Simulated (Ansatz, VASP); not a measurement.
Sb in VASP and in Ansatz

INCAR

```
PREC     = Accurate       # precision mode
ENCUT    = 520            # plane-wave cutoff, eV
EDIFF    = 1E-8           # SCF threshold, eV
ISMEAR   = -1             # smearing method
SIGMA    = 0.03           # smearing width, eV
LREAL    = F              # projectors in reciprocal space
LASPH    = T              # aspherical terms in the spheres
NELM     = 80             # most SCF steps
ALGO     = Normal         # electronic algorithm
ISIF     = 2              # what is computed and relaxed
LWAVE    = F              # write WAVECAR
LCHARG   = F              # write CHGCAR
LEFG     = T            
NBANDS   = 12             # bands
```

The input KPOINTS:

```
regular mesh
0
Gamma
  12 12 7
```

POSCAR

```
Sb
1.0
    3.3690001795     -0.0168450009     -0.0168450009
   -1.6990882885      2.9260622412     -0.0061656983
   -0.0266500000     -0.0266500000      5.3300000000
Sb
2
Direct
    0.3333333333      0.6666666667      0.2500000000
    0.6666666667      0.3333333333      0.7500000000
```

Input for Ansatz:

```yaml
crystal:
  lattice:
    - [3.3690001795, -0.0168450009, -0.0168450009]
    - [-1.6990882885, 2.9260622412, -0.0061656983]
    - [-0.02665, -0.02665, 5.33]
  atoms:
    - { symbol: Sb, position: [0.3333333333, 0.6666666667, 0.25] }
    - { symbol: Sb, position: [0.6666666667, 0.3333333333, 0.75] }
kpoints:
  mp_grid: { grid: [12, 12, 7] }
scf:
  occupations: { method: fermi_dirac, width: 0.03 }
hamiltonian:
  xc: lda
  pseudopotentials: { kind: all_electron, datasets: crystal }
output:
  forces: true
  stress: true
  eigenvalues: true
  efg: { contact_densities: true }
```

Change from the starting cell: equal xy, yz and zx shear strains of -1 %, crystal datasets.

Alike in both runs: task electric field gradients; functional LDA; k mesh 12 × 12 × 7; occupations fermi-dirac, width 0.03 eV; no spin polarisation.

|  | VASP | Ansatz |
| --- | --- | --- |
| version | VASP 6.6.1 | Ansatz 0.2.0 |
| potentials or method | VASP PAW LDA potentials, release 64 (Sb), cutoff 520 eV | all-electron PAW with datasets made for the crystal, scalar-relativistic |

```csv
,VASP,Ansatz,Ansatz less VASP
pressure (GPa),-1.3,-1.3,-0.08
"traceless stress, the component that is largest in VASP (GPa)",-0.96,-0.97,-0.001
rms of the force components (eV/Å),0.010,0.009,-0.0005
size of Vzz on the site where it differs most (V/Å²),24.5,26.7,+2.21
```

LDA's correlation is that of Perdew and Zunger in VASP and of Perdew and Wang (1992) in Ansatz. Atom by atom the forces differ by 0.001 eV/Å (rms over components). Ansatz ran all-electron here, and VASP with PAW potentials.

Spin-orbit coupling is off throughout.
